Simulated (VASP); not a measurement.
# Ta3N (P-3m1) in VASP: a series of runs, part 2 of 2

VASP 6.6.1. Earlier steps stand in the parts before.

## Step 3: Relaxation of the atoms, PBEsol

This run uses another cell than the first one, of 14.83 Å³/atom, 0.996 times its volume.

Input file INCAR:

```
  PREC = Accurate
  ENCUT = 520
  EDIFF = 1E-6
  ISMEAR = -1
  SIGMA = 0.05
  LREAL = False
  LASPH = True
  NELM = 80
  ALGO = Normal
  ISIF = 2
  LWAVE = False
  LCHARG = False
  GGA = PS
  IBRION = 2
  NSW = 60
  EDIFFG = -0.01
```

Input file KPOINTS:

```
Automatic mesh
0
Gamma
  8 8 3
```

Input file POSCAR:

```
Ta3N
1.0
    3.0322239879      0.0000000000      0.0000000000
   -1.5161119940      2.6259830035      0.0000000000
    0.0000000000      0.0000000000      7.4488956300
Ta N
3 1
Direct
    0.6666666667      0.3333333333      0.8260700000
    0.3333333333      0.6666666667      0.1739300000
    0.0000000000      0.0000000000      0.5000000000
    0.0000000000      0.0000000000      0.0000000000
```

Potentials or basis: VASP PAW PBE potentials, release 64 (Ta_pv, N).

Launch:

```
> cat potpaw_PBE.64/Ta_pv/POTCAR potpaw_PBE.64/N/POTCAR > POTCAR
> mpirun -np 1 vasp_std > vasp.out
```

OUTCAR:

```text
PREC = Accurate
   ENCUT = 520
   EDIFF = 1E-6
   ISMEAR = -1
   LREAL = False
   LASPH = True
   NELM = 80
   ISIF = 2
   GGA = PS
   IBRION = 2
   NSW = 60
   EDIFFG = -0.01

 ion  position               nearest neighbor table
   1  0.667  0.333  0.826-   4 2.18   4 2.18   4 2.18   3 2.99   3 2.99   3 2.99   2 3.13   2 3.13
                             2 3.13
   2  0.333  0.667  0.174-   4 2.18   4 2.18   4 2.18   3 2.99   3 2.99   3 2.99   1 3.13   1 3.13
                             1 3.13
   3  0.000  0.000  0.500-   1 2.99   2 2.99   1 2.99   2 2.99   1 2.99   2 2.99
   4  0.000  0.000  0.000-   1 2.18   2 2.18   1 2.18   2 2.18   1 2.18   2 2.18

  LATTYP: Found a hexagonal cell.
 ALAT       =     3.0322239879
 C/A-ratio  =     2.4565782936

  Lattice vectors:

 A1 = (   3.0322239879,   0.0000000000,   0.0000000000)
 A2 = (  -1.5161119940,   2.6259830035,   0.0000000000)
 A3 = (   0.0000000000,   0.0000000000,   7.4488956300)

Analysis of symmetry for initial positions (statically):
=====================================================================
 Subroutine PRICEL returns:
 Original cell was already a primitive cell.

 Routine SETGRP: Setting up the symmetry group for a
 hexagonal supercell.

 Subroutine GETGRP returns: Found 12 space group operations
 (whereof 12 operations were pure point group operations)
 out of a pool of 24 trial point group operations.

The static configuration has the point symmetry D_3d.

Analysis of symmetry for dynamics (positions and initial velocities):
=====================================================================
 Subroutine PRICEL returns:
 Original cell was already a primitive cell.

 Routine SETGRP: Setting up the symmetry group for a
 hexagonal supercell.

 Subroutine GETGRP returns: Found 12 space group operations
 (whereof 12 operations were pure point group operations)
 out of a pool of 24 trial point group operations.

The dynamic configuration has the point symmetry D_3d.

 Subroutine INISYM returns: Found 12 space group operations
 (whereof 12 operations are pure point group operations),
 and found     1 'primitive' translations

----------------------------------------------------------------------------------------

                                     Primitive cell

  volume of cell :      59.3123

  direct lattice vectors                    reciprocal lattice vectors
     3.032223988  0.000000000  0.000000000     0.329790940  0.190404888  0.000000000
    -1.516111994  2.625983004  0.000000000     0.000000000  0.380809776  0.000000000
     0.000000000  0.000000000  7.448895630     0.000000000  0.000000000  0.134248089

  length of vectors
     3.032223988  3.032223988  7.448895630     0.380809776  0.380809776  0.134248089

  position of ions in fractional coordinates (direct lattice)
     0.666666667  0.333333333  0.826070000
     0.333333333  0.666666667  0.173930000
     0.000000000  0.000000000  0.500000000
     0.000000000  0.000000000  0.000000000

  ion indices of the primitive-cell ions
   primitive index   ion index
                 1           1
                 2           2
                 3           3
                 4           4
[... 24 lines left out ...]

 Found     25 irreducible k-points:

 Following reciprocal coordinates:
            Coordinates               Weight
  0.000000  0.000000  0.000000      1.000000
  0.125000  0.000000  0.000000      6.000000
  0.250000  0.000000  0.000000      6.000000
  0.375000  0.000000  0.000000      6.000000
  0.500000  0.000000  0.000000      3.000000
  0.125000  0.125000  0.000000      6.000000
[... 16 lines left out ...]
 -0.125000  0.500000  0.333333     12.000000
  0.250000  0.250000  0.333333     12.000000
   k-points           NKPTS =     25   k-points in BZ     NKDIM =     25   number of bands    NBANDS=     23
   number of dos      NEDOS =    301   number of ions     NIONS =      4
   total plane-waves  NPLWV =  32256
   dimension x,y,z NGX =    24 NGY =   24 NGZ =   56
   dimension x,y,z NGXF=    48 NGYF=   48 NGZF=  112
   ions per type =               3   1
   NGX,Y,Z   is equivalent  to a cutoff of  13.16, 13.16, 12.50 a.u.
   NGXF,Y,Z  is equivalent  to a cutoff of  26.32, 26.32, 25.00 a.u.
 SYSTEM =  unknown system
   PREC   = accura    normal or accurate (medium, high low for compatibility)
   ISTART =      0    job   : 0-new  1-cont  2-samecut
   ICHARG =      2    charge: 1-file 2-atom 10-const
   ISPIN  =      1    spin polarized calculation?
   LNONCOLLINEAR =      F non collinear calculations
   LSORBIT =      F    spin-orbit coupling
   LASPH  =      T    aspherical Exc in radial PAW
   ENCUT  =  520.0 eV  38.22 Ry    6.18 a.u.   5.64  5.64 13.85*2*pi/ulx,y,z
   NELM   =     80;   NELMIN=  2; NELMDL= -5     # of ELM steps
   EDIFF  = 0.1E-05   stopping-criterion for ELM
   LREAL  =      F    real-space projection
   EDIFFG = -.1E-01   stopping-criterion for IOM
   NSW    =     60    number of steps for IOM
   IBRION =      2    ionic relax: 0-MD 1-quasi-New 2-CG
   NFREE  =      1    steps in history (QN), initial steepest desc. (CG)
   ISIF   =      2    stress and relaxation
   ISYM   =      2    0-nonsym 1-usesym 2-fastsym
   POTIM  = 0.5000    time-step for ionic-motion
   TEBEG  =    0.0;   TEEND  =   0.0 temperature during run
   PSTRESS=    0.0 pullay stress
   NELECT =      38.0000    total number of electrons
   NUPDOWN=      -1.0000    fix difference up-down
   EMIN   =  10.00;   EMAX   =-10.00  energy-range for DOS
   EFERMI =   0.00;   METHOD = LEGACY
   ISMEAR =    -1;   SIGMA  =   0.05  broadening in eV -4-tet -1-fermi 0-gaus
   EFERMI_NEDOS =   21; number of points for ismear=-14 and -15
   IALGO  =     38    algorithm
   IMIX   =      4    mixing-type and parameters
     AMIX     =   0.40;   BMIX     =  1.00
     AMIX_MAG =   1.60;   BMIX_MAG =  1.00
  volume/ion in A,a.u.               =      14.83       100.06
  Fermi-wavevector in a.u.,A,eV,Ry     =   1.411305  2.666980 27.099852  1.991783
  Thomas-Fermi vector in A             =   2.533170
   LORBIT       =      0    0 simple, 1 ext, 2 COOP (PROOUT), +10 PAW based schemes
   GGA     = PS    functional components
   LHFCALC =     F    Hartree Fock is set to
   AEXX    =    0.0000 exact exchange contribution
   IVDW    =     0    specifies the selected vdW correction
   LEPSILON=     F    determine dielectric tensor
   LRPA    =     F    only Hartree local field effects (RPA)
 conjugate gradient relaxation of ions
 non-spin polarized calculation
  energy-cutoff  :      520.00
  volume of cell :       59.31
 maximum number of plane-waves:      1614
 NGX is ok and might be reduce to    24
   NGX = 11   NGY = 11   NGZ = 27

--------------------------------------- Ionic step        1  -------------------------------------------

 number of electron      38.0000001 magnetization

 Free energy of the ion-electron system (eV)
  ---------------------------------------------------
  ext. energy  EPLUGINS =         0.00000000
  ---------------------------------------------------
  free energy    TOTEN  =       -48.42197543 eV

  energy without entropy =      -48.40444224  energy(sigma->0) =      -48.41320884

------------------------ aborting loop because EDIFF is reached ----------------------------------------

  FORCE on cell =-STRESS in cart. coord.  units (eV):
  Direction    XX          YY          ZZ          XY          YZ          ZX
  --------------------------------------------------------------------------------------
  -------------------------------------------------------------------------------------
  Total       -2.2191955     -2.2191955     -1.6135220      0.0000000      0.0000000     -0.0000000
  in kB      -59.9461194    -59.9461194    -43.5853360      0.0000000      0.0000000     -0.0000000
  external PRESSURE =     -54.4925249 kB  Pullay stress =       0.0000000 kB
[... 63 lines left out ...]
--------------------------------------- Ionic step        3  -------------------------------------------

 number of electron      37.9999995 magnetization

 Free energy of the ion-electron system (eV)
  ---------------------------------------------------
  ext. energy  EPLUGINS =         0.00000000
  ---------------------------------------------------
  free energy    TOTEN  =       -48.42865721 eV

  energy without entropy =      -48.41146602  energy(sigma->0) =      -48.42006161

 E-fermi :   6.5765     XC(G=0): -12.8581

 val. band max:        6.5492725273   @ k =   0.1250   0.0000   0.0000
 cond. band min:       6.6084280458   @ k =   0.0000   0.1250   0.3333
 fundamental gap:      0.0591555185
 Fermi energy:         6.5765412577

 k-point     1 :       0.0000    0.0000    0.0000
  band No.  band energies     occupation
      1     -28.5891      2.00000
      2     -28.2354      2.00000
      3     -27.9380      2.00000
      4     -27.9380      2.00000
      5     -27.9002      2.00000
      6     -27.9002      2.00000
[... 613 lines left out ...]
     22       9.2747      0.00000
     23       9.9221      0.00000

 [... further k-points ...]
[... 5 lines left out ...]
  --------------------------------------------------------------------------------------
  -------------------------------------------------------------------------------------
  Total       -1.8842021     -1.8842021     -1.5432847      0.0000000      0.0000000     -0.0000000
  in kB      -50.8970945    -50.8970945    -41.6880487      0.0000000      0.0000000     -0.0000000
  external PRESSURE =     -47.8274126 kB  Pullay stress =       0.0000000 kB
[... 19 lines left out ...]
  FREE ENERGIE OF THE ION-ELECTRON SYSTEM (eV)
  ---------------------------------------------------
  free  energy   TOTEN  =       -48.4286572064 eV

  energy  without entropy=      -48.4114660162  energy(sigma->0) =      -48.42006161

 reached required accuracy - stopping structural energy minimisation
```

CONTCAR:

```text
Ta3N
   1.00000000000000
     3.0322239879000001    0.0000000000000000    0.0000000000000000
    -1.5161119940000001    2.6259830035000000    0.0000000000000000
     0.0000000000000000    0.0000000000000000    7.4488956300000000
  Ta              N
     3     1
Direct
     0.6666666667000030    0.3333333332999970    0.8285331477131571
     0.3333333332999970    0.6666666667000030    0.1714668522868429
     0.0000000000000000    0.0000000000000000    0.5000000000000000
     0.0000000000000000    0.0000000000000000    0.0000000000000000

  0.00000000E+00  0.00000000E+00  0.00000000E+00
  0.00000000E+00  0.00000000E+00  0.00000000E+00
  0.00000000E+00  0.00000000E+00  0.00000000E+00
  0.00000000E+00  0.00000000E+00  0.00000000E+00
```

It took 44 s on 1 thread of AMD EPYC 9R45 (Zen 5), shared host; peak memory 0.16 GiB.

Results:

- Free energy: -48.4287 eV
- Energy gained by relaxing: 1.7 meV/atom
- Ionic steps: 3
- Pressure after relaxing: -4.8 GPa
- Band gap on the k mesh: zero (band 19 reaches 6.94 eV, above the bottom of band 20 at 6.44 eV)

Stress tensor (GPa, compression positive):
```
-5.09  0.00  0.00
 0.00 -5.09  0.00
 0.00  0.00 -4.17
```

The path:
```csv
step,energy change (eV),largest force (eV/Å),pressure (GPa)
1,0.0000,0.3611,-5.45
2,-0.0067,0.0187,-4.82
3,-0.0067,0.0004,-4.78
```

Final structure:
```
CELL_PARAMETERS angstrom
3.03222 0.00000 0.00000
-1.51611 2.62598 0.00000
0.00000 0.00000 7.44890
ATOMIC_POSITIONS crystal
Ta 0.66667 0.33333 0.82853
Ta 0.33333 0.66667 0.17147
Ta 0.00000 0.00000 0.50000
N 0.00000 0.00000 0.00000
```

Levels at points of the mesh, in eV from the Fermi level:
```
           k point  band 15  band 16  band 17  band 18  band 19  band 20  band 21  band 22  band 23
(0.00, 0.00, 0.00)    -3.45    -1.37    -0.58    -0.58    -0.29     0.25     0.25     1.06     1.93
(0.50, 0.00, 0.00)    -3.79    -3.10    -1.18    -0.53     0.36     0.69     0.89     3.39     4.08
```

Caveat: the PAW data sets were made with another functional, which shifts forces and pressure a little; spin-orbit coupling is left out, which moves the levels of the heavy elements.
